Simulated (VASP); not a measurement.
# As (Cmce) in VASP: single point with PBEsol

Aim: the single point of As with PBEsol.

All numbers are computed with VASP 6.6.1; they aren't measurements. Logs are shortened: lines on timing, memory, paths and dates and some standing lists are left out, and cuts for length are marked.

### Step 1. The cell of the first run

It takes space group Cmce (No. 64, orthorhombic). The conventional cell has a = 3.789 Å, b = 10.876 Å, c = 4.182 Å, α = 90.00°, β = 90.00°, γ = 90.00°. Within 3.3 Å of As (site symmetry m) lie 5 As at 2.48 to 3.16 Å.

### Step 2. Single point, PBEsol

INCAR

```
PREC = Accurate
ENCUT = 510
EDIFF = 1E-6
ISMEAR = 0
SIGMA = 0.1
LREAL = F
LASPH = T
NELM = 120
ALGO = Normal
ISIF = 2
LWAVE = F
LCHARG = T
GGA = PS
LELF = T
LVHAR = T
NBANDS = 38
GGA_COMPAT = F
```

KPOINTS

```
regular mesh
0
Gamma
  6 6 4
```

POSCAR

```
As
1.0
    1.8946056482     -5.4380063624      0.0000000000
    1.8946056482      5.4380063624      0.0000000000
    0.0000000000      0.0000000000      4.1819198143
As
4
Direct
    0.1120373319      0.8879626681      0.9471446724
    0.6120373319      0.3879626681      0.5528553276
    0.8879626681      0.1120373319      0.0528553276
    0.3879626681      0.6120373319      0.4471446724
```

Potentials or basis: VASP PAW PBE potentials, release 64 (As_d).

Launch:

```bash
cat potpaw_PBE.64/As_d/POTCAR > POTCAR
mpirun -np 1 vasp_std > vasp.out
```

OUTCAR:

```text
PREC = Accurate
   ENCUT = 510
   EDIFF = 1E-6
   ISMEAR = 0
   LREAL = F
   LASPH = T
   NELM = 120
   ISIF = 2
   GGA = PS

 ion  position               nearest neighbor table
   1  0.112  0.888  0.947-   3 2.48   2 2.51   2 2.51
   2  0.612  0.388  0.553-   4 2.48   1 2.51   1 2.51
   3  0.888  0.112  0.053-   1 2.48   4 2.51   4 2.51
   4  0.388  0.612  0.447-   2 2.48   3 2.51   3 2.51

  LATTYP: Found a base centered orthorhombic cell.
 ALAT       =     3.7892112964
 B/A-ratio  =     2.8702576537
 C/A-ratio  =     1.1036385905

  Lattice vectors:

 A1 = (   1.8946056482,  -5.4380063624,   0.0000000000)
 A2 = (   1.8946056482,   5.4380063624,   0.0000000000)
 A3 = (   0.0000000000,   0.0000000000,   4.1819198143)

Analysis of symmetry for initial positions (statically):
=====================================================================
 Subroutine PRICEL returns:
 Original cell was already a primitive cell.

 Routine SETGRP: Setting up the symmetry group for a
 base centered orthorhombic supercell.

 Subroutine GETGRP returns: Found  8 space group operations
 (whereof  4 operations were pure point group operations)
 out of a pool of  8 trial point group operations.

The static configuration has the point symmetry C_2h.
 The point group associated with its full space group is D_2h.

Analysis of symmetry for dynamics (positions and initial velocities):
=====================================================================
 Subroutine PRICEL returns:
 Original cell was already a primitive cell.

 Routine SETGRP: Setting up the symmetry group for a
 base centered orthorhombic supercell.

 Subroutine GETGRP returns: Found  8 space group operations
 (whereof  4 operations were pure point group operations)
 out of a pool of  8 trial point group operations.

The dynamic configuration has the point symmetry C_2h.
 The point group associated with its full space group is D_2h.

 Subroutine INISYM returns: Found  8 space group operations
 (whereof  4 operations are pure point group operations),
 and found     1 'primitive' translations

----------------------------------------------------------------------------------------

                                     Primitive cell

  volume of cell :      86.1716

  direct lattice vectors                    reciprocal lattice vectors
     1.894605648 -5.438006362  0.000000000     0.263907162 -0.091945461  0.000000000
     1.894605648  5.438006362  0.000000000     0.263907162  0.091945461  0.000000000
     0.000000000  0.000000000  4.181919814     0.000000000  0.000000000  0.239124623

  length of vectors
     5.758597378  5.758597378  4.181919814     0.279465486  0.279465486  0.239124623

  position of ions in fractional coordinates (direct lattice)
     0.112037332  0.887962668  0.947144672
     0.612037332  0.387962668  0.552855328
     0.887962668  0.112037332  0.052855328
     0.387962668  0.612037332  0.447144672

  ion indices of the primitive-cell ions
   primitive index   ion index
                 1           1
                 2           2
                 3           3
                 4           4

----------------------------------------------------------------------------------------

 KPOINTS: regular mesh

Automatic generation of k-mesh.
 Grid dimensions read from file:
 generate k-points for:    6    6    4

 Generating k-lattice:

  Cartesian coordinates                     Fractional coordinates (reciprocal lattice)
     0.043984527 -0.015324243  0.000000000     0.166666667  0.000000000  0.000000000
     0.043984527  0.015324243  0.000000000     0.000000000  0.166666667  0.000000000
     0.000000000  0.000000000  0.059781156     0.000000000  0.000000000  0.250000000

  Length of vectors
     0.046577581  0.046577581  0.059781156

  Shift w.r.t. Gamma in fractional coordinates (k-lattice)
     0.000000000  0.000000000  0.000000000

 Subroutine IBZKPT returns following result:
 ===========================================

 Found     39 irreducible k-points:

 Following reciprocal coordinates:
            Coordinates               Weight
  0.000000  0.000000  0.000000      1.000000
  0.166667  0.000000  0.000000      4.000000
  0.333333 -0.000000  0.000000      4.000000
  0.500000 -0.000000  0.000000      2.000000
  0.166667  0.166667  0.000000      2.000000
  0.333333  0.166667  0.000000      4.000000
[... 16 lines left out ...]
  0.333333  0.333333  0.250000      4.000000
  0.500000  0.333333  0.250000      8.000000
 [... further k-points ...]
   k-points           NKPTS =     39   k-points in BZ     NKDIM =     39   number of bands    NBANDS=     38
   number of dos      NEDOS =    301   number of ions     NIONS =      4
   total plane-waves  NPLWV =  56448
   dimension x,y,z NGX =    42 NGY =   42 NGZ =   32
   dimension x,y,z NGXF=    84 NGYF=   84 NGZF=   64
   ions per type =               4
   NGX,Y,Z   is equivalent  to a cutoff of  12.13, 12.13, 12.72 a.u.
   NGXF,Y,Z  is equivalent  to a cutoff of  24.25, 24.25, 25.44 a.u.
 SYSTEM =  unknown system
   PREC   = accura    normal or accurate (medium, high low for compatibility)
   ISTART =      0    job   : 0-new  1-cont  2-samecut
   ICHARG =      2    charge: 1-file 2-atom 10-const
   ISPIN  =      1    spin polarized calculation?
   LNONCOLLINEAR =      F non collinear calculations
   LSORBIT =      F    spin-orbit coupling
   LASPH  =      T    aspherical Exc in radial PAW
   ENCUT  =  510.0 eV  37.48 Ry    6.12 a.u.  10.60 10.60  7.70*2*pi/ulx,y,z
   NELM   =    120;   NELMIN=  2; NELMDL= -5     # of ELM steps
   EDIFF  = 0.1E-05   stopping-criterion for ELM
   LREAL  =      F    real-space projection
[... 7 lines left out ...]
   TEBEG  =    0.0;   TEEND  =   0.0 temperature during run
   PSTRESS=    0.0 pullay stress
   NELECT =      60.0000    total number of electrons
   NUPDOWN=      -1.0000    fix difference up-down
   EMIN   =  10.00;   EMAX   =-10.00  energy-range for DOS
   EFERMI =   0.00;   METHOD = LEGACY
   ISMEAR =     0;   SIGMA  =   0.10  broadening in eV -4-tet -1-fermi 0-gaus
   EFERMI_NEDOS =   21; number of points for ismear=-14 and -15
   IALGO  =     38    algorithm
   IMIX   =      4    mixing-type and parameters
     AMIX     =   0.40;   BMIX     =  1.00
     AMIX_MAG =   1.60;   BMIX_MAG =  1.00
  volume/ion in A,a.u.               =      21.54       145.38
  Fermi-wavevector in a.u.,A,eV,Ry     =   1.451010  2.742012 28.646127  2.105431
  Thomas-Fermi vector in A             =   2.568557
   LORBIT       =      0    0 simple, 1 ext, 2 COOP (PROOUT), +10 PAW based schemes
   GGA     = PS    functional components
   LHFCALC =     F    Hartree Fock is set to
   AEXX    =    0.0000 exact exchange contribution
   IVDW    =     0    specifies the selected vdW correction
   LEPSILON=     F    determine dielectric tensor
   LRPA    =     F    only Hartree local field effects (RPA)
 non-spin polarized calculation
 Gauss-broadening in eV      SIGMA  =   0.10
  energy-cutoff  :      510.00
  volume of cell :       86.17
 maximum number of plane-waves:      2272
   NGX = 21   NGY = 21   NGZ = 15

 number of electron      59.9999984 magnetization

 Free energy of the ion-electron system (eV)
  ---------------------------------------------------
  ext. energy  EPLUGINS =         0.00000000
  ---------------------------------------------------
  free energy    TOTEN  =       -20.36918616 eV

  energy without entropy =      -20.36841236  energy(sigma->0) =      -20.36879926

 E-fermi :   3.2034     XC(G=0): -10.8559

 val. band max:        3.1268995167   @ k =  -0.3333   0.3333   0.0000
 cond. band min:       3.2453367240   @ k =   0.5000   0.5000   0.0000
 fundamental gap:      0.1184372073
 Fermi energy:         3.2034459013

 k-point     1 :       0.0000    0.0000    0.0000
  band No.  band energies     occupation
      1     -32.5950      2.00000
      2     -32.5937      2.00000
      3     -32.5779      2.00000
      4     -32.5484      2.00000
      5     -32.5436      2.00000
      6     -32.5187      2.00000
[... 30 lines left out ...]
     37      10.0540      0.00000
     38      10.3161      0.00000

 k-point     2 :       0.1667    0.0000    0.0000
  band No.  band energies     occupation
      1     -32.5913      2.00000
      2     -32.5870      2.00000
      3     -32.5767      2.00000
      4     -32.5438      2.00000
      5     -32.5387      2.00000
      6     -32.5209      2.00000
[... 30 lines left out ...]
     37       8.6887      0.00000
     38      10.3342      0.00000

 k-point     3 :       0.3333   -0.0000    0.0000
  band No.  band energies     occupation
      1     -32.5822      2.00000
      2     -32.5744      2.00000
      3     -32.5683      2.00000
      4     -32.5366      2.00000
      5     -32.5275      2.00000
      6     -32.5195      2.00000
[... 30 lines left out ...]
     37      10.2378      0.00000
     38      10.6817      0.00000

 k-point     4 :       0.5000   -0.0000    0.0000
  band No.  band energies     occupation
      1     -32.5750      2.00000
      2     -32.5750      2.00000
      3     -32.5418      2.00000
      4     -32.5418      2.00000
      5     -32.5292      2.00000
      6     -32.5292      2.00000
[... 30 lines left out ...]
     37      11.5367      0.00000
     38      11.5367      0.00000
[... 703 lines left out ...]
      4     -32.5493      2.00000
      5     -32.5419      2.00000
      6     -32.5290      2.00000
[... 30 lines left out ...]
     37       9.3586      0.00000
     38      10.8570      0.00000

 k-point    23 :       0.3333    0.3333    0.2500
  band No.  band energies     occupation
      1     -32.5807      2.00000
      2     -32.5799      2.00000
      3     -32.5584      2.00000
      4     -32.5443      2.00000
      5     -32.5305      2.00000
      6     -32.5256      2.00000
[... 30 lines left out ...]
     37       9.5079      0.00000
     38       9.6050      0.00000

 k-point    24 :       0.5000    0.3333    0.2500
  band No.  band energies     occupation
      1     -32.5867      2.00000
      2     -32.5857      2.00000
      3     -32.5687      2.00000
      4     -32.5472      2.00000
      5     -32.5380      2.00000
      6     -32.5280      2.00000
[... 30 lines left out ...]
     37       9.4565      0.00000
     38      10.8269      0.00000

 [... further k-points ...]
[... 5 lines left out ...]
  --------------------------------------------------------------------------------------
  -------------------------------------------------------------------------------------
  Total       -0.0761080     -0.0874723      0.1917844      0.0000000      0.0000000      0.0000000
  in kB       -1.4150661     -1.6263612      3.5658214      0.0000000      0.0000000      0.0000000
  external PRESSURE =       0.1747980 kB  Pullay stress =       0.0000000 kB

 VOLUME and BASIS-vectors are now :
 -----------------------------------------------------------------------------
  energy-cutoff  :      510.00
  volume of cell :       86.17
      direct lattice vectors                 reciprocal lattice vectors
     1.894605648 -5.438006362  0.000000000     0.263907162 -0.091945461  0.000000000
     1.894605648  5.438006362  0.000000000     0.263907162  0.091945461  0.000000000
     0.000000000  0.000000000  4.181919814     0.000000000  0.000000000  0.239124623

 POSITION                                       TOTAL-FORCE (eV/Angst)
 -----------------------------------------------------------------------------------
      1.89461      4.21949      3.96088         0.000000      0.032275      0.047597
      1.89461     -1.21852      2.31200         0.000000      0.032275     -0.047597
      1.89461     -4.21949      0.22104         0.000000     -0.032275     -0.047597
      1.89461      1.21852      1.86992         0.000000     -0.032275      0.047597
 -----------------------------------------------------------------------------------
    total drift:                                0.000000      0.000000      0.000000

  FREE ENERGIE OF THE ION-ELECTRON SYSTEM (eV)
  ---------------------------------------------------
  free  energy   TOTEN  =       -20.3691861604 eV

  energy  without entropy=      -20.3684123627  energy(sigma->0) =      -20.36879926
```

Run time: 2.6 min. Hardware: 1 thread of Intel Xeon Platinum 8259CL at 2.50GHz (Skylake/Cascade Lake), shared host; peak memory 0.26 GiB.

What came out:

| Item | Value |
| --- | --- |
| Free energy | -20.3692 eV |
| Pressure | 0.0 GPa |
| Largest force | 0.058 eV/Å |

Forces in eV/Å, atoms in the order of the input:
```
As   0.000  0.032  0.048
As   0.000  0.032 -0.048
As   0.000 -0.032 -0.048
As   0.000 -0.032  0.048
```

Caveat: the PAW data sets were made with another functional, which shifts forces and pressure a little.
